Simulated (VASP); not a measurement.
Crystal: SrMgCl4.

```
Sr Mg Cl
1.0
     4.66383    0.00000    0.00000
     0.00000    4.66383    0.00000
     0.00000    0.00000    6.59565
Sr Mg Cl
1 1 4
Cartesian
  2.3319 2.3319 3.2978
  0.0000 0.0000 0.0000
  2.3319 0.0000 1.6489
  0.0000 2.3319 4.9467
  2.3319 0.0000 4.9467
  0.0000 2.3319 1.6489
```

- Program: VASP 6.6.1
- Task: relaxation of cell and atoms
- Functional: PBE
- Potentials or basis: VASP PAW PBE potentials, release 64 (Sr_sv, Mg, Cl)
- Cutoff: 600 eV
- k mesh: 4 × 4 × 4
- Occupations: gaussian, width 0.1 eV
- Spin: no spin polarisation

At the start: pressure 3.3 GPa; volume 23.91 Å³/atom.

Where does the relaxation end?

Over 7 steps the energy falls by 52.2 meV/atom and the volume is 25.29 Å³/atom (+5.8 %); space group P4/mmm (No. 123, to 0.1 Å) before and after.

The path:
| step | energy change (eV) | largest force (eV/Å) | pressure (GPa) | volume (Å³) |
| --- | --- | --- | --- | --- |
| 1 | 0.0000 | 0.9662 | 3.34 | 143.46 |
| 2 | -0.2276 | 0.4885 | -0.28 | 154.07 |
| 3 | -0.2370 | 0.3873 | -1.01 | 156.85 |
| 4 | -0.2834 | 0.2425 | -0.58 | 154.54 |
| 5 | -0.3103 | 0.0033 | 0.20 | 151.08 |
| 6 | -0.3103 | 0.0051 | 0.17 | 151.20 |
| 7 | -0.3129 | 0.0034 | 0.00 | 151.75 |

Final structure:
```xyz
6
Lattice="4.7218 0.0000 0.0000 0.0000 4.7218 0.0000 0.0000 0.0000 6.8065" Properties=species:S:1:pos:R:3 pbc="T T T"
Sr    2.3609    2.3609    3.4032
Mg    0.0000    0.0000    0.0000
Cl    2.3609    0.0000    1.5735
Cl    0.0000    2.3609    5.2330
Cl    2.3609    4.7218    5.2330
Cl    4.7218    2.3609    1.5735
```
